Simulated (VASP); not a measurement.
# Ni (Fm-3m) in VASP: a series of runs, part 2 of 2

VASP 6.6.1. Earlier steps stand in the parts before.

**3. Single point, PBEsol, collinear spin, ferromagnetic start**

Contents of INCAR:

```
SYSTEM = Ni
ALGO = Normal ; EDIFF = 1E-7
ENCUT = 520 ; GGA = PS
ISIF = 2 ; ISMEAR = -1
ISPIN = 2 ; LASPH = .True.
LCHARG = .False. ; LMAXMIX = 4
LORBIT = 11 ; LREAL = .False.
LWAVE = .False. ; MAGMOM = 0.47
NBANDS = 15 ; NELM = 150
NUPDOWN = 0.4 ; PREC = Accurate
SIGMA = 0.1
```

Contents of KPOINTS:

```
k-points
0
Gamma
  6 6 6
  0 0 0
```

Contents of POSCAR:

```
Ni
1.0
    0.0000000000      1.7619350000      1.7619350000
    1.7619350000      0.0000000000      1.7619350000
    1.7619350000      1.7619350000      0.0000000000
Ni
1
Direct
    0.0000000000      0.0000000000      0.0000000000
```

Potentials or basis: VASP PAW PBE potentials, release 64 (Ni).

Run with:

```console
cat potpaw_PBE.64/Ni/POTCAR > POTCAR
mpirun -np 1 vasp_std > vasp.out
```

OUTCAR:

```text
SYSTEM = Ni
   EDIFF = 1E-7
   ENCUT = 520
   GGA = PS
   ISIF = 2
   ISMEAR = -1
   ISPIN = 2
   LASPH = .True.
   LORBIT = 11
   LREAL = .False.
   NELM = 150
   NUPDOWN = 0.4
   PREC = Accurate

 ion  position               nearest neighbor table
   1  0.000  0.000  0.000-

  LATTYP: Found a face centered cubic cell.
 ALAT       =     3.5238700000

  Lattice vectors:

 A1 = (   0.0000000000,   1.7619350000,   1.7619350000)
 A2 = (   1.7619350000,   0.0000000000,   1.7619350000)
 A3 = (   1.7619350000,   1.7619350000,   0.0000000000)

Analysis of symmetry for initial positions (statically):
=====================================================================
 Subroutine PRICEL returns:
 Original cell was already a primitive cell.

 Routine SETGRP: Setting up the symmetry group for a
 face centered cubic supercell.

 Subroutine GETGRP returns: Found 48 space group operations
 (whereof 48 operations were pure point group operations)
 out of a pool of 48 trial point group operations.

The static configuration has the point symmetry O_h .

Analysis of symmetry for dynamics (positions and initial velocities):
=====================================================================
 Subroutine PRICEL returns:
 Original cell was already a primitive cell.

 Routine SETGRP: Setting up the symmetry group for a
 face centered cubic supercell.

 Subroutine GETGRP returns: Found 48 space group operations
 (whereof 48 operations were pure point group operations)
 out of a pool of 48 trial point group operations.

The dynamic configuration has the point symmetry O_h .

Analysis of structural, dynamic, and magnetic symmetry:
=====================================================================
 Subroutine PRICEL returns:
 Original cell was already a primitive cell.

 Routine SETGRP: Setting up the symmetry group for a
[... 157 lines left out ...]
      4       6.8109      1.00000
      5       7.9300      0.99984
      6       7.9300      0.99984
      7      32.7592      0.00000
      8      36.5663      0.00000
      9      36.5663      0.00000
     10      36.5663      0.00000
     11      39.4834      0.00000
     12      39.4834      0.00000
     13      39.4834      0.00000
     14      42.5055      0.00000
[... 256 lines left out ...]
      1       5.1402      1.00000
      2       5.5271      1.00000
      3       7.0338      1.00000
      4       8.1084      0.99902
      5       8.7802      0.55313
      6      14.4582      0.00000
      7      18.6847      0.00000
      8      19.4201      0.00000
      9      21.0483      0.00000
     10      34.8070      0.00000
     11      38.1675      0.00000
     12      44.7662      0.00000
     13      50.1988      0.00000
     14      55.7055      0.00000
     15      57.0833      0.00000
 Fermi energy:         8.9618211494

 spin component 2

 k-point     1 :       0.0000    0.0000    0.0000
  band No.  band energies     occupation
      1       0.0664      1.00000
      2       7.2710      1.00000
      3       7.2710      1.00000
      4       7.2710      1.00000
      5       8.3537      0.99772
      6       8.3537      0.99772
      7      32.6556      0.00000
      8      36.5473      0.00000
      9      36.5473      0.00000
     10      36.5473      0.00000
     11      39.5346      0.00000
     12      39.5346      0.00000
     13      39.5346      0.00000
     14      42.4012      0.00000
[... 257 lines left out ...]
      2       5.8979      1.00000
      3       7.4147      1.00000
      4       8.5249      0.98749
      5       9.3100      0.02985
      6      14.5638      0.00000
      7      18.8179      0.00000
      8      19.5004      0.00000
      9      21.1003      0.00000
     10      34.8189      0.00000
     11      38.2207      0.00000
     12      44.7343      0.00000
     13      50.3313      0.00000
     14      56.6596      0.00000
     15      57.0461      0.00000

------------------------ aborting loop because EDIFF is reached ----------------------------------------

  FORCE on cell =-STRESS in cart. coord.  units (eV):
  Direction    XX          YY          ZZ          XY          YZ          ZX
  --------------------------------------------------------------------------------------
  -------------------------------------------------------------------------------------
  Total       -0.7727091     -0.7727091     -0.7727091     -0.0000000     -0.0000000      0.0000000
  in kB     -113.1688616   -113.1688616   -113.1688616     -0.0000000     -0.0000000      0.0000000
  external PRESSURE =    -113.1688616 kB  Pullay stress =       0.0000000 kB

 VOLUME and BASIS-vectors are now :
 -----------------------------------------------------------------------------
  energy-cutoff  :      520.00
  volume of cell :       10.94
      direct lattice vectors                 reciprocal lattice vectors
     0.000000000  1.761935000  1.761935000    -0.283778914  0.283778914  0.283778914
     1.761935000  0.000000000  1.761935000     0.283778914 -0.283778914  0.283778914
     1.761935000  1.761935000  0.000000000     0.283778914  0.283778914 -0.283778914

 POSITION                                       TOTAL-FORCE (eV/Angst)
 -----------------------------------------------------------------------------------
      0.00000      0.00000      0.00000        -0.000000     -0.000000     -0.000000
 -----------------------------------------------------------------------------------
    total drift:                               -0.000000     -0.000000     -0.000000

  FREE ENERGIE OF THE ION-ELECTRON SYSTEM (eV)
  ---------------------------------------------------
  free  energy   TOTEN  =        -6.1499417028 eV

  energy  without entropy=       -6.0754300657  energy(sigma->0) =       -6.11268588

 total charge

# of ion       s       p       d       tot
------------------------------------------
    1        0.498   0.499   8.304   9.302

 magnetization (x)

# of ion       s       p       d       tot
------------------------------------------
    1       -0.007  -0.023   0.441   0.411
```

OSZICAR:

```text
N       E                     dE             d eps       ncg     rms          rms(c)
DAV:   1     0.341695479384E+02    0.34170E+02   -0.40961E+03  1006   0.858E+02
DAV:   2    -0.578876265305E+01   -0.39958E+02   -0.36835E+02  1093   0.168E+02
DAV:   3    -0.737610191983E+01   -0.15873E+01   -0.15501E+01  1128   0.323E+01
DAV:   4    -0.738755643202E+01   -0.11455E-01   -0.11451E-01  1226   0.259E+00
DAV:   5    -0.738771925255E+01   -0.16282E-03   -0.16282E-03  1107   0.280E-01    0.103E+01
DAV:   6    -0.654622841342E+01    0.84149E+00   -0.15477E+01  1359   0.433E+01    0.597E+00
DAV:   7    -0.617184424979E+01    0.37438E+00   -0.25807E+00  1233   0.162E+01    0.170E+00
DAV:   8    -0.615264071840E+01    0.19204E-01   -0.36465E-02  1246   0.142E+00    0.709E-01
DAV:   9    -0.615055968815E+01    0.20810E-02   -0.73976E-04  1480   0.169E-01    0.230E-01
DAV:  10    -0.614993914408E+01    0.62054E-03   -0.22858E-04  1410   0.101E-01    0.405E-02
DAV:  11    -0.614994114501E+01   -0.20009E-05   -0.21838E-05  1395   0.290E-02    0.137E-02
DAV:  12    -0.614994176565E+01   -0.62065E-06   -0.10743E-06  1212   0.111E-02    0.340E-03
DAV:  13    -0.614994170283E+01    0.62820E-07   -0.33459E-07  1144   0.419E-03
   1 F= -.61499417E+01 E0= -.61126859E+01  d E =-.745116E-01  mag=     0.4000
```

stdout:

```text
POSCAR found type information on POSCAR Ni
 POSCAR found :  1 types and       1 ions
 scaLAPACK will be used
 -----------------------------------------------------------------------------
|                                                                             |
|                                                                             |
|     You enforced a specific xc type in the INCAR file but a different       |
|     I HOPE YOU KNOW WHAT YOU ARE DOING!                                     |
|                                                                             |
 -----------------------------------------------------------------------------

 LDA part: xc-table for (Slater+PW92), standard interpolation
 POSCAR, INCAR and KPOINTS ok, starting setup
 FFT: planning ... GRIDC
 FFT: planning ... GRID_SOFT
 FFT: planning ... GRID
 WAVECAR not read
 entering main loop
```

Run time: 5.9 s. Hardware: 1 thread of AMD EPYC 9R45 (Zen 5), shared host; peak memory 0.1 GiB.

What came out:

* Free energy: -6.1499 eV
* Pressure: -11.3 GPa
* Net moment: 0.40 μB per cell
* Site moments: Ni +0.41 μB
* Valence electrons inside the program's atomic spheres: Ni 9.30

Caveat: the k points lie up to 0.51 Å⁻¹ apart; the PAW data sets were made with another functional, which shifts forces and pressure a little; the total moment is fixed, so each spin has its own Fermi level.

**4. Single point, PBEsol, collinear spin, ferromagnetic start**

Contents of INCAR:

```
PREC = Accurate
ENCUT = 520
EDIFF = 1E-6
ISMEAR = -1
SIGMA = 0.1
LREAL = F
LASPH = T
NELM = 150
ALGO = Normal
ISIF = 2
LWAVE = F
LCHARG = T
ISPIN = 2
MAGMOM = 1.02
LORBIT = 11
NUPDOWN = 0.9
LMAXMIX = 4
GGA = PS
LELF = T
LVHAR = T
NBANDS = 15
```

Contents of KPOINTS:

```
regular mesh
0
Gamma
  6 6 6
```

POSCAR is that of step 3.

Run with:

```console
cat potpaw_PBE.64/Ni/POTCAR > POTCAR
mpirun -np 1 vasp_std > vasp.out
```

Run time: 6.2 s. Hardware: 1 thread of AMD EPYC 9R45 (Zen 5), shared host; peak memory 0.1 GiB.

It converged, with:

- Free energy: -6.0521 eV
- Pressure: -7.2 GPa
- Net moment: 0.90 μB per cell
- Site moments: Ni +0.90 μB
- Valence electrons inside the program's atomic spheres: Ni 9.29

Caveat: the k points lie up to 0.51 Å⁻¹ apart; the PAW data sets were made with another functional, which shifts forces and pressure a little; the total moment is fixed, so each spin has its own Fermi level.

**5. Summary**

| spin | fixed moment (μB) | pressure (GPa) | moment (μB) |
| --- | --- | --- | --- |
| collinear, zero start | 0.0 | -11.8 | 0.00 |
| collinear, ferromagnetic start | 0.4 | -11.3 | 0.40 |
| collinear, ferromagnetic start | 0.9 | -7.2 | 0.90 |

Alike in all rows: task single point; level PBEsol; potentials or basis VASP PAW PBE potentials, release 64 (Ni); cell as given; k mesh 6 × 6 × 6; cutoff (eV) 520; smearing fermi-dirac 0.1 eV.

Caveats: all runs use coarse meshes; the PAW data sets were made with another functional, which shifts forces and pressure a little; the total moment is fixed, so each spin has its own Fermi level.

Total energies depend on the potentials used, so only differences within one code and one set of settings carry meaning.
